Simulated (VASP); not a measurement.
Set up this calculation in VASP 6.6.1, as the native input.

```yaml
Task: single point
Functional: LDA
Potentials_or_basis: VASP PAW LDA potentials, release 64 (Ta_pv)
Cutoff: 520 eV
k_mesh: 9 × 9 × 13
Occupations: fermi-dirac, width 0.1 eV
Spin: no spin polarisation
Dipole_correction: no
Further_INCAR_settings: ALGO = Normal; EDIFF = 1e-06; NBANDS = 24
```

The structure of Ta lies in POSCAR:

```
Ta
1.0
    4.6353550812      0.0000000000      0.0000000000
   -2.3176775406      4.0143352559      0.0000000000
    0.0000000000      0.0000000000      2.6005665760
Ta
3
Direct
    1.0000000000      1.0000000000      0.0000000000
    0.3333333333      0.6666666667      0.5000000000
    0.6666666667      0.3333333333      0.5000000000
```

This isn't the form of Ta at room conditions, which is bcc.

The input as run:

INCAR

```
PREC = Accurate
ENCUT = 520
EDIFF = 1E-6
ISMEAR = -1
SIGMA = 0.1
LREAL = False
LASPH = True
NELM = 80
ALGO = Normal
ISIF = 2
LWAVE = False
LCHARG = True
GGA = CA
LELF = True
LVHAR = True
NBANDS = 24
```

KPOINTS

```
Automatic mesh
0
Gamma
  9 9 13
```

Potentials or basis: VASP PAW LDA potentials, release 64 (Ta_pv).

Run with:

```sh
$ cat potpaw_LDA.64/Ta_pv/POTCAR > POTCAR
$ mpirun -np 1 vasp_std > vasp.out
```

Results of the run:

| Property | Result |
| --- | --- |
| Pressure | 21.4 GPa |
| Band gap on the k mesh | zero (an odd number of electrons rules out a gap without spin polarisation) |

Caveat: the cell stands under pressure; spin-orbit coupling is left out, which moves the levels of the heavy elements.

Run time: 2.4 min on 1 thread of AMD EPYC 7R13 (shared host), peak memory 0.17 GiB.
